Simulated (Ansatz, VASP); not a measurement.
One calculation of In, two programs

File INCAR:

```
SYSTEM = In
PREC = Accurate ; ENCUT = 520
EDIFF = 1E-6 ; ISMEAR = -1
SIGMA = 0.1 ; LREAL = .FALSE.
LASPH = .TRUE. ; NELM = 100
ALGO = Normal ; ISIF = 2
LWAVE = .FALSE. ; LCHARG = .FALSE.
GGA = PE ; NBANDS = 12
```

Contents of KPOINTS:

```
regular mesh
0
G
  8 8 8
  0 0 0
```

Contents of POSCAR:

```
In
1.0
   -1.5830082712      1.5830082712      2.7539281341
    1.5830082712     -1.5830082712      2.7539281341
    1.5830082712      1.5830082712     -2.7539281341
In
1
Direct
    0.0000000000      0.0000000000      0.0000000000
```

Input for Ansatz:

```yaml
crystal:
  lattice:
    - [-1.5830082712166431, 1.5830082712166418, 2.7539281340944353]
    - [1.5830082712166431, -1.5830082712166418, 2.7539281340944353]
    - [1.5830082712166431, 1.5830082712166438, -2.7539281340944353]
  atoms:
    - { symbol: In, position: [-3.218175350762402e-33, -3.36943887284031e-33, -6.122588829613809e-33] }
kpoints:
  mp_grid:
    grid: [8, 8, 8]
hamiltonian:
  xc: pbe
scf:
  occupations:
    method: fermi_dirac
    width: 0.1
output:
  forces: true
  stress: true
```

Alike in both runs: task single point; functional PBE; k mesh 8 × 8 × 8; occupations fermi-dirac, width 0.1 eV; no spin polarisation.

```csv
,VASP,Ansatz
version,VASP 6.6.1,Ansatz 0.2.0
potentials or method,"VASP PAW PBE potentials, release 64 (In_d)","plane waves, PAW"
plane-wave cutoff (eV),520,420
valence electrons in the cell,13,13
```

|  | VASP | Ansatz | Ansatz less VASP |
| --- | --- | --- | --- |
| pressure (GPa) | -0.1 | -0.1 | +0.04 |
| traceless stress, the component that is largest in VASP (GPa) | -0.37 | -0.37 | +0.002 |
